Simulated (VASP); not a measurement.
## SiC (Moissanite 3C): relaxation of the atoms with PBE

Crystal: SiC (Moissanite 3C).

```
CELL_PARAMETERS angstrom
0.00000 2.17900 2.20079
2.17900 0.00000 2.20079
2.17900 2.17900 0.00000
ATOMIC_POSITIONS crystal
Si 0.00000 0.00000 0.00000
C 0.25000 0.25000 0.25000
```

This cell differs from its parent crystal: z stretched by +1 %.

```json
{
  "Program": "VASP 6.6.1",
  "Task": "relaxation of the atoms",
  "Functional": "PBE",
  "Potentials or basis": "VASP PAW PBE potentials, release 64 (Si, C)",
  "Cutoff": "520 eV",
  "k mesh": "17 × 17 × 17",
  "Occupations": "fermi-dirac, width 0.02 eV",
  "Spin": "no spin polarisation",
  "Dipole correction": "no",
  "Further INCAR settings": "ALGO = Normal; EDIFF = 1e-07; IBRION = 2; EDIFFG = -0.02; NSW = 80"
}
```

```json
{
 "Pressure after relaxing": "1.0 GPa",
 "Band gap on the k mesh": "1.35 eV, indirect (least direct gap 4.54 eV)"
}
```

Stress tensor (GPa, compression positive):
```
 1.88  0.00  0.00
 0.00  1.88  0.00
 0.00  0.00 -0.73
```

Final structure:
```
Si C
1.0
     0.00000    2.17900    2.20079
     2.17900    0.00000    2.20079
     2.17900    2.17900    0.00000
Si C
1 1
Direct
  0.00000 0.00000 0.00000
  0.25000 0.25000 0.25000
```

Levels at points of the mesh, in eV from the valence-band top:
```tsv
k point	band 1	band 2	band 3	band 4	band 5	band 6	band 7	band 8
(0.00, 0.00, 0.00)	-15.35	-0.07	0.00	0.00	6.09	7.21	7.21	7.23
```

Run time: 48 s on 1 thread of AMD EPYC 7R13 Processor (Zen 3) (shared host), peak memory 0.16 GiB.

Caveat: the cell differs from its parent crystal (z stretched by +1 %); the relaxation stopped at its first step, so nothing moved. A k mesh can miss the band edges.
